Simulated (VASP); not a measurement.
Set up this calculation in VASP 6.6.1, as the native input.

```
Task                   : single point
Functional             : r2SCAN
Potentials or basis    : VASP PAW PBE potentials, release 64 (Al, Ga_d, N)
Cutoff                 : 520 eV
k mesh                 : 8 × 8 × 6
Occupations            : gaussian, width 0.05 eV
Spin                   : no spin polarisation
Dipole correction      : no
Further INCAR settings : ALGO = Normal; EDIFF = 1e-06; NBANDS = 21
```

The system is AlGaN2.

```xyz
4
Lattice="3.1723 0.0000 0.0000 0.0000 3.1723 0.0000 0.0000 0.0000 4.4238" Properties=species:S:1:pos:R:3 pbc="T T T"
Al    1.5861    1.5861    2.2119
Ga    0.0000    0.0000    0.0000
N     1.5861    0.0000    3.2660
N     0.0000    1.5861    1.1579
```

This cell differs from its parent crystal: strain +0.0100 x Voigt [1, 1, 0, 0, 0, 0].

One way to write it, as run:

POSCAR

```
AlGaN2
1.0
    3.1722858192      0.0000000000      0.0000000000
    0.0000000000      3.1722858192      0.0000000000
    0.0000000000      0.0000000000      4.4238379400
Al Ga N
1 1 2
Direct
    0.5000000000      0.5000000000      0.5000000000
    0.0000000000      0.0000000000      0.0000000000
    0.5000000000      0.0000000000      0.7382648100
    0.0000000000      0.5000000000      0.2617351900
```

INCAR.step1

```
SYSTEM = AlGaN2
PREC = Accurate ; ENCUT = 520
ISMEAR = 0 ; SIGMA = 0.05
LREAL = .FALSE. ; LASPH = .TRUE.
NELM = 60 ; NBANDS = 21
GGA = PE ; ALGO = Normal
EDIFF = 1E-4 ; LWAVE = .TRUE.
LCHARG = .FALSE.
```

INCAR.step2

```
SYSTEM = AlGaN2
PREC = Accurate ; ENCUT = 520
EDIFF = 1E-6 ; ISMEAR = 0
SIGMA = 0.05 ; LREAL = .FALSE.
LASPH = .TRUE. ; NELM = 60
ALGO = Normal ; ISIF = 2
LWAVE = .FALSE. ; LCHARG = .FALSE.
METAGGA = R2SCAN ; LMIXTAU = .TRUE.
NBANDS = 21 ; ISTART = 1
```

KPOINTS

```
regular mesh
0
G
  8 8 6
  0 0 0
```

Potentials or basis: VASP PAW PBE potentials, release 64 (Al, Ga_d, N).

Launch:

```console
$ cat potpaw_PBE.64/Al/POTCAR potpaw_PBE.64/Ga_d/POTCAR potpaw_PBE.64/N/POTCAR > POTCAR
$ cp INCAR.step1 INCAR
$ mpirun -np 1 vasp_std > vasp.out
$ cp INCAR.step2 INCAR
$ mpirun -np 1 vasp_std > vasp.out
```

Results of the run:

```yaml
Pressure: -4.0 GPa
Largest_force: 0.012 eV/Å
Band_gap_on_the_k_mesh: 3.22 eV
```

Caveat: the cell differs from its parent crystal (strain +0.0100 x Voigt [1, 1, 0, 0, 0, 0]); the cell stands under tension; the PAW data sets were made with another functional, which shifts forces and pressure a little.

Wall time 2.8 min on 1 thread of Intel Xeon 8259CL, with other jobs on the host, peak memory 0.2 GiB.
